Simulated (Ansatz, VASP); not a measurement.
GaGe3: VASP beside Ansatz

```
Ge Ga
1.0
     0.00000    3.25168    3.38717
     3.25168    0.00000    3.38717
     3.25168    3.25168    0.00000
Ge Ga
3 1
Direct
  0.50000 0.50000 0.50000
  0.75000 0.75000 0.75000
  0.25000 0.25000 0.25000
  0.00000 0.00000 0.00000
```

Change from the starting cell: strain_xy = -0.04.

Alike in both runs: functional PBEsol; k mesh 7 × 7 × 7; occupations fermi-dirac, width 0.05 eV; no spin polarisation.

|  | VASP | Ansatz |
| --- | --- | --- |
| version | VASP 6.6.1 | Ansatz 0.2.0 |
| potentials or method | VASP PAW PBE potentials, release 64 (Ge_d, Ga_d), cutoff 520 eV | all-electron LAPW, scalar-relativistic |
| task | single point | band structure |

Ansatz gave:

| Quantity | Value |
| --- | --- |
| gap on the k mesh at the Fermi level (eV) | none |
| pressure (GPa) | 1.7 |
| traceless stress, the component that is largest in VASP (GPa) | 0.94 |

Task: Which values does VASP return?

Result: gap on the k mesh at the Fermi level (eV): none; pressure (GPa): 1.5; traceless stress, the component that is largest in VASP (GPa): 0.95.

VASP's potentials were made for PBE, not for PBEsol. A gap of «none» marks a metal or a gap that the smearing closes. Ansatz ran all-electron here, and VASP with PAW potentials.
